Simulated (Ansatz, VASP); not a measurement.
# Two plane-wave programs on SnSe2

File INCAR:

```
SYSTEM = SnSe2
ALGO = Normal
EDIFF = 1E-6
ENCUT = 520
GGA = PE
ISIF = 2
ISMEAR = 0
IVDW = 12
LASPH = .True.
LCHARG = .True.
LELF = .True.
LREAL = .False.
LVHAR = .True.
LWAVE = .False.
NBANDS = 20
NELM = 60
PREC = Accurate
SIGMA = 0.05
```

Contents of KPOINTS:

```
k-points
0
Gamma
  12 12 6
  0 0 0
```

Contents of POSCAR:

```
SnSe2
1.0
    3.8109987816      0.0000000000      0.0000000000
   -1.9054993908      3.3004217586      0.0000000000
    0.0000000000      0.0000000000      6.1370000000
Sn Se
1 2
Direct
   -0.0175600435     -0.0128548440      0.0000000000
    0.3465315502      0.6763284319      0.2500000000
    0.6798648835      0.3429950986      0.7500000000
```

Input for Ansatz:

```yaml
crystal:
  lattice:
    - [3.8109987816, 0.0, 0.0]
    - [-1.9054993908, 3.3004217586, 0.0]
    - [0.0, 0.0, 6.137]
  atoms:
    - { symbol: Sn, position: [-0.0175600435, -0.012854844, 0.0] }
    - { symbol: Se, position: [0.3465315502, 0.6763284319, 0.25] }
    - { symbol: Se, position: [0.6798648835, 0.3429950986, 0.75] }
basis:
  ecutwfc: 420
kpoints:
  mp_grid: { grid: [12, 12, 6] }
hamiltonian:
  xc: pbe
  dispersion: d3bj
scf:
  occupations: { method: gaussian, width: 0.05 }
output:
  forces: true
  stress: true
  eigenvalues: true
```

Change from the starting cell: mode 6 (162.7 1/cm) frozen in, largest displacement -0.060 Å.

Alike in both runs: task single point; functional PBE; dispersion D3(BJ); k mesh 12 × 12 × 6; occupations gaussian, width 0.05 eV; no spin polarisation.

```csv
,VASP,Ansatz
version,VASP 6.6.1,Ansatz 0.2.0
potentials or method,"VASP PAW PBE potentials, release 64 (Sn_d, Se), cutoff 520 eV","scalar-relativistic, plane waves, PAW"
valence electrons in the cell,26,46
```

Ansatz gave:

* gap on the k mesh at the Fermi level (eV): 0.70
* least direct gap on the mesh (eV): 1.09
* pressure (GPa): 3.2
* traceless stress, the component that is largest in VASP (GPa): 0.99
* rms of the force components (eV/Å): 0.471

**Question.** Which values does VASP return?

**Answer.** gap on the k mesh at the Fermi level (eV): 0.70; least direct gap on the mesh (eV): 1.08; pressure (GPa): 3.3; traceless stress, the component that is largest in VASP (GPa): 1.00; rms of the force components (eV/Å): 0.478.

Atom by atom the forces differ by 0.008 eV/Å (rms over components). VASP's potentials hold 26 valence electrons a cell and Ansatz's 46, so a difference there can come from the potentials and not from the codes.
